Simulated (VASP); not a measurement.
# CdSe (zincblende type) (F-43m) in VASP: single point with PBEsol

Aim: the single point of CdSe (zincblende type) with PBEsol.

All numbers are computed with VASP 6.6.1; they aren't measurements. Logs are shortened: lines on timing, memory, paths and dates and some standing lists are left out, and cuts for length are marked.

**1. The cell of the first run**

The structure is cubic, space group F-43m (No. 216). Conventional cell: a = 6.082 Å, b = 6.082 Å, c = 6.082 Å, α = 90.00°, β = 90.00°, γ = 90.00°. Within 3.5 Å of Cd (site symmetry -43m) lie 4 Se at 2.63 Å. Within 3.5 Å of Se (site symmetry -43m) lie 4 Cd at 2.63 Å.

**2. Single point, PBEsol**

File INCAR:

```
SYSTEM = CdSe
PREC = Accurate
ENCUT = 520
EDIFF = 1E-6
ISMEAR = -1
SIGMA = 0.08
LREAL = .False.
LASPH = .True.
NELM = 100
ALGO = Normal
ISIF = 2
LWAVE = .False.
LCHARG = .False.
GGA = PS
NBANDS = 16
```

File KPOINTS:

```
Automatic mesh
0
Gamma
  11 11 11
  0 0 0
```

File POSCAR:

```
CdSe
1.0
    0.0000000000      3.0409595392      3.0409595392
    3.0409595392      0.0000000000      3.0409595392
    3.0409595392      3.0409595392      0.0000000000
Cd Se
1 1
Direct
    0.0000000000      0.0000000000      0.0000000000
    0.2500000000      0.2500000000      0.2500000000
```

Potentials or basis: VASP PAW PBE potentials, release 64 (Cd, Se).

The run is started by

```console
$ cat potpaw_PBE.64/Cd/POTCAR potpaw_PBE.64/Se/POTCAR > POTCAR
$ mpirun -np 1 vasp_std > vasp.out
```

OUTCAR:

```text
SYSTEM = CdSe
   PREC = Accurate
   ENCUT = 520
   EDIFF = 1E-6
   ISMEAR = -1
   LREAL = .False.
   LASPH = .True.
   NELM = 100
   ISIF = 2
   GGA = PS

 ion  position               nearest neighbor table
   1  0.000  0.000  0.000-   2 2.63   2 2.63   2 2.63   2 2.63
   2  0.250  0.250  0.250-   1 2.63   1 2.63   1 2.63   1 2.63

  LATTYP: Found a face centered cubic cell.
 ALAT       =     6.0819190784

  Lattice vectors:

 A1 = (   0.0000000000,   3.0409595392,   3.0409595392)
 A2 = (   3.0409595392,   0.0000000000,   3.0409595392)
 A3 = (   3.0409595392,   3.0409595392,   0.0000000000)

Analysis of symmetry for initial positions (statically):
=====================================================================
 Subroutine PRICEL returns:
 Original cell was already a primitive cell.

 Routine SETGRP: Setting up the symmetry group for a
 face centered cubic supercell.

 Subroutine GETGRP returns: Found 24 space group operations
 (whereof 24 operations were pure point group operations)
 out of a pool of 48 trial point group operations.

The static configuration has the point symmetry T_d .

Analysis of symmetry for dynamics (positions and initial velocities):
=====================================================================
 Subroutine PRICEL returns:
 Original cell was already a primitive cell.

 Routine SETGRP: Setting up the symmetry group for a
 face centered cubic supercell.

 Subroutine GETGRP returns: Found 24 space group operations
 (whereof 24 operations were pure point group operations)
 out of a pool of 48 trial point group operations.

The dynamic configuration has the point symmetry T_d .

 Subroutine INISYM returns: Found 24 space group operations
 (whereof 24 operations are pure point group operations),
 and found     1 'primitive' translations

----------------------------------------------------------------------------------------

                                     Primitive cell

  volume of cell :      56.2422

  direct lattice vectors                    reciprocal lattice vectors
     0.000000000  3.040959539  3.040959539    -0.164421786  0.164421786  0.164421786
     3.040959539  0.000000000  3.040959539     0.164421786 -0.164421786  0.164421786
     3.040959539  3.040959539  0.000000000     0.164421786  0.164421786 -0.164421786

  length of vectors
     4.300566223  4.300566223  4.300566223     0.284786888  0.284786888  0.284786888

  position of ions in fractional coordinates (direct lattice)
     0.000000000  0.000000000  0.000000000
     0.250000000  0.250000000  0.250000000

  ion indices of the primitive-cell ions
   primitive index   ion index
                 1           1
                 2           2

----------------------------------------------------------------------------------------

 KPOINTS: Automatic mesh

Automatic generation of k-mesh.
 Grid dimensions read from file:
 generate k-points for:   11   11   11

 Generating k-lattice:

  Cartesian coordinates                     Fractional coordinates (reciprocal lattice)
    -0.014947435  0.014947435  0.014947435     0.090909091  0.000000000  0.000000000
     0.014947435 -0.014947435  0.014947435     0.000000000  0.090909091  0.000000000
     0.014947435  0.014947435 -0.014947435     0.000000000  0.000000000  0.090909091

  Length of vectors
     0.025889717  0.025889717  0.025889717

  Shift w.r.t. Gamma in fractional coordinates (k-lattice)
     0.000000000  0.000000000  0.000000000

 Subroutine IBZKPT returns following result:
 ===========================================

 Found     56 irreducible k-points:

 Following reciprocal coordinates:
            Coordinates               Weight
  0.000000  0.000000  0.000000      1.000000
  0.090909  0.000000  0.000000      8.000000
  0.181818  0.000000  0.000000      8.000000
  0.272727  0.000000  0.000000      8.000000
  0.363636  0.000000  0.000000      8.000000
  0.454545  0.000000  0.000000      8.000000
[... 16 lines left out ...]
 -0.272727  0.181818  0.000000     24.000000
 -0.181818  0.181818  0.000000     12.000000
 [... further k-points ...]
   k-points           NKPTS =     56   k-points in BZ     NKDIM =     56   number of bands    NBANDS=     16
   number of dos      NEDOS =    301   number of ions     NIONS =      2
   total plane-waves  NPLWV =  32768
   dimension x,y,z NGX =    32 NGY =   32 NGZ =   32
   dimension x,y,z NGXF=    64 NGYF=   64 NGZF=   64
   ions per type =               1   1
   NGX,Y,Z   is equivalent  to a cutoff of  12.37, 12.37, 12.37 a.u.
   NGXF,Y,Z  is equivalent  to a cutoff of  24.74, 24.74, 24.74 a.u.
 SYSTEM =  CdSe
   PREC   = accura    normal or accurate (medium, high low for compatibility)
   ISTART =      0    job   : 0-new  1-cont  2-samecut
   ICHARG =      2    charge: 1-file 2-atom 10-const
   ISPIN  =      1    spin polarized calculation?
   LNONCOLLINEAR =      F non collinear calculations
   LSORBIT =      F    spin-orbit coupling
   LASPH  =      T    aspherical Exc in radial PAW
   ENCUT  =  520.0 eV  38.22 Ry    6.18 a.u.   8.00  8.00  8.00*2*pi/ulx,y,z
   NELM   =    100;   NELMIN=  2; NELMDL= -5     # of ELM steps
   EDIFF  = 0.1E-05   stopping-criterion for ELM
   LREAL  =      F    real-space projection
   EDIFFG = 0.1E-04   stopping-criterion for IOM
   NSW    =      0    number of steps for IOM
   IBRION =     -1    ionic relax: 0-MD 1-quasi-New 2-CG
   NFREE  =      0    steps in history (QN), initial steepest desc. (CG)
   ISIF   =      2    stress and relaxation
   ISYM   =      2    0-nonsym 1-usesym 2-fastsym
   POTIM  = 0.5000    time-step for ionic-motion
   TEBEG  =    0.0;   TEEND  =   0.0 temperature during run
   PSTRESS=    0.0 pullay stress
   NELECT =      18.0000    total number of electrons
   NUPDOWN=      -1.0000    fix difference up-down
   EMIN   =  10.00;   EMAX   =-10.00  energy-range for DOS
   EFERMI =   0.00;   METHOD = LEGACY
   ISMEAR =    -1;   SIGMA  =   0.08  broadening in eV -4-tet -1-fermi 0-gaus
   EFERMI_NEDOS =   21; number of points for ismear=-14 and -15
   IALGO  =     38    algorithm
   IMIX   =      4    mixing-type and parameters
     AMIX     =   0.40;   BMIX     =  1.00
     AMIX_MAG =   1.60;   BMIX_MAG =  1.00
  volume/ion in A,a.u.               =      28.12       189.77
  Fermi-wavevector in a.u.,A,eV,Ry     =   1.119812  2.116137 17.061412  1.253978
  Thomas-Fermi vector in A             =   2.256454
   LORBIT       =      0    0 simple, 1 ext, 2 COOP (PROOUT), +10 PAW based schemes
   GGA     = PS    functional components
   LHFCALC =     F    Hartree Fock is set to
   AEXX    =    0.0000 exact exchange contribution
   IVDW    =     0    specifies the selected vdW correction
   LEPSILON=     F    determine dielectric tensor
   LRPA    =     F    only Hartree local field effects (RPA)
 non-spin polarized calculation
  energy-cutoff  :      520.00
  volume of cell :       56.24
 maximum number of plane-waves:      1536
   NGX = 15   NGY = 15   NGZ = 15

 number of electron      18.0000002 magnetization

 Free energy of the ion-electron system (eV)
  ---------------------------------------------------
  ext. energy  EPLUGINS =         0.00000000
  ---------------------------------------------------
  free energy    TOTEN  =        -6.17789761 eV

  energy without entropy =       -6.17768918  energy(sigma->0) =       -6.17779340

 E-fermi :   1.1763     XC(G=0):  -9.1008

 val. band max:        0.8129147833   @ k =   0.0000   0.0000   0.0000
 cond. band min:       1.2964950927   @ k =   0.0000   0.0000   0.0000
 fundamental gap:      0.4835803094
 Fermi energy:         1.1763421696

 k-point     1 :       0.0000    0.0000    0.0000
  band No.  band energies     occupation
      1     -11.8128      2.00000
      2      -7.0997      2.00000
      3      -7.0997      2.00000
      4      -7.0997      2.00000
      5      -6.7179      2.00000
      6      -6.7179      2.00000
[... 8 lines left out ...]
     15      11.8792      0.00000
     16      11.8792      0.00000

 k-point     2 :       0.0909    0.0000    0.0000
  band No.  band energies     occupation
      1     -11.7832      2.00000
      2      -7.0902      2.00000
      3      -7.0902      2.00000
      4      -7.0754      2.00000
      5      -6.7186      2.00000
      6      -6.7186      2.00000
[... 8 lines left out ...]
     15      11.2989      0.00000
     16      11.2989      0.00000

 k-point     3 :       0.1818    0.0000    0.0000
  band No.  band energies     occupation
      1     -11.7032      2.00000
      2      -7.0657      2.00000
      3      -7.0657      2.00000
      4      -6.9954      2.00000
      5      -6.7188      2.00000
      6      -6.7188      2.00000
[... 8 lines left out ...]
     15      10.8175      0.00000
     16      11.1062      0.00000

 k-point     4 :       0.2727    0.0000    0.0000
  band No.  band energies     occupation
      1     -11.5972      2.00000
      2      -7.0373      2.00000
      3      -7.0373      2.00000
      4      -6.8466      2.00000
      5      -6.7143      2.00000
      6      -6.7143      2.00000
[... 8 lines left out ...]
     15      10.8971      0.00000
     16      10.8971      0.00000
[... 324 lines left out ...]
 k-point    22 :      -0.3636    0.1818    0.0000
  band No.  band energies     occupation
      1     -11.4076      2.00000
      2      -6.9808      2.00000
      3      -6.9672      2.00000
      4      -6.7224      2.00000
      5      -6.7126      2.00000
      6      -6.4220      2.00000
[... 8 lines left out ...]
     15      11.3696      0.00000
     16      12.6845      0.00000

 k-point    23 :      -0.2727    0.1818    0.0000
  band No.  band energies     occupation
      1     -11.4724      2.00000
      2      -6.9926      2.00000
      3      -6.9886      2.00000
      4      -6.7391      2.00000
      5      -6.7283      2.00000
      6      -6.5882      2.00000
[... 8 lines left out ...]
     15      12.0910      0.00000
     16      13.1789      0.00000

 k-point    24 :      -0.1818    0.1818    0.0000
  band No.  band energies     occupation
      1     -11.5622      2.00000
      2      -7.0255      2.00000
      3      -7.0078      2.00000
      4      -6.8324      2.00000
      5      -6.7334      2.00000
      6      -6.6823      2.00000
[... 8 lines left out ...]
     15      11.6325      0.00000
     16      12.8764      0.00000

 [... further k-points ...]

------------------------ aborting loop because EDIFF is reached ----------------------------------------

  FORCE on cell =-STRESS in cart. coord.  units (eV):
  Direction    XX          YY          ZZ          XY          YZ          ZX
  --------------------------------------------------------------------------------------
  -------------------------------------------------------------------------------------
  Total        0.1162781      0.1162781      0.1162781      0.0000000      0.0000000      0.0000000
  in kB        3.3124302      3.3124302      3.3124302      0.0000000      0.0000000      0.0000000
  external PRESSURE =       3.3124302 kB  Pullay stress =       0.0000000 kB

 VOLUME and BASIS-vectors are now :
 -----------------------------------------------------------------------------
  energy-cutoff  :      520.00
  volume of cell :       56.24
      direct lattice vectors                 reciprocal lattice vectors
     0.000000000  3.040959539  3.040959539    -0.164421786  0.164421786  0.164421786
     3.040959539  0.000000000  3.040959539     0.164421786 -0.164421786  0.164421786
     3.040959539  3.040959539  0.000000000     0.164421786  0.164421786 -0.164421786

 POSITION                                       TOTAL-FORCE (eV/Angst)
 -----------------------------------------------------------------------------------
      0.00000      0.00000      0.00000         0.000000      0.000000      0.000000
      1.52048      1.52048      1.52048        -0.000000     -0.000000     -0.000000
 -----------------------------------------------------------------------------------
    total drift:                               -0.000000     -0.000000     -0.000000

  FREE ENERGIE OF THE ION-ELECTRON SYSTEM (eV)
  ---------------------------------------------------
  free  energy   TOTEN  =        -6.1778976130 eV

  energy  without entropy=       -6.1776891797  energy(sigma->0) =       -6.17779340
```

Wall time 58 s (1 thread of Intel Xeon 8259CL, shared host); peak memory 0.21 GiB.

Results:

```yaml
Free_energy: -6.1779 eV
Pressure: 0.3 GPa
Band_gap_on_the_k_mesh: 0.48 eV, direct
```

Levels at points of the mesh, in eV from the valence-band top:
```csv
k point,band 7,band 8,band 9,band 10,band 11,band 12
"(0.00, 0.00, 0.00)",0.00,0.00,0.00,0.48,5.86,5.86
```

Caveat: the PAW data sets were made with another functional, which shifts forces and pressure a little. A hybrid or GW would open this gap; PBEsol tends to underestimate it.
